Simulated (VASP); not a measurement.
Input of a VASP 6.6.1 run:

The input INCAR:

```
SYSTEM = BN
ALGO = Normal
EDIFF = 1E-7
ENCUT = 520
GGA = PE
ISIF = 2
ISMEAR = 0
LASPH = .TRUE.
LCHARG = .FALSE.
LREAL = .FALSE.
LWAVE = .FALSE.
NBANDS = 16
NELM = 100
PREC = Accurate
SIGMA = 0.05
```

KPOINTS

```
k-points
0
G
  12 12 4
  0 0 0
```

The input POSCAR:

```
BN
1.0
    2.5039917043      0.0000000000      0.0000000000
   -1.2519958522      2.1685204268      0.0000000000
    0.0000000000      0.0000000000      6.6612000000
B N
2 2
Direct
    0.3333333333      0.6666666667      0.2500000000
    0.6666666667      0.3333333333      0.7500000000
    0.2949200452      0.6474600226      0.7500000000
    0.6666666667      0.3333333333      0.2500000000
```

Potentials or basis: VASP PAW PBE potentials, release 64 (B, N).

Launch:

```console
$ cat potpaw_PBE.64/B/POTCAR potpaw_PBE.64/N/POTCAR > POTCAR
$ mpirun -np 1 vasp_std > vasp.out
```

Task: What does it give for the band gap on the k mesh?

Result: 4.13 eV, indirect (least direct gap 4.51 eV).

Task: Estimate the largest force.

Result: 3.926 eV/Å.

Task: What does it give for the pressure?

Result: 4.8 GPa.

Stress tensor (GPa, compression positive):
```
8.61 4.72 0.00
4.72 3.16 0.00
0.00 0.00 2.70
```

Caveat: the cell differs from its parent crystal (atom 3 (N) moved +0.083 Å towards its neighbour atom 2 (B) at 1.446 Å); this functional lacks dispersion, which binds the layers, so the pressure and a relaxed spacing across them are unreliable; forces of over 1 eV/Å act on the atoms, so gaps and moduli don't describe the material at rest. A k mesh can miss the band edges.
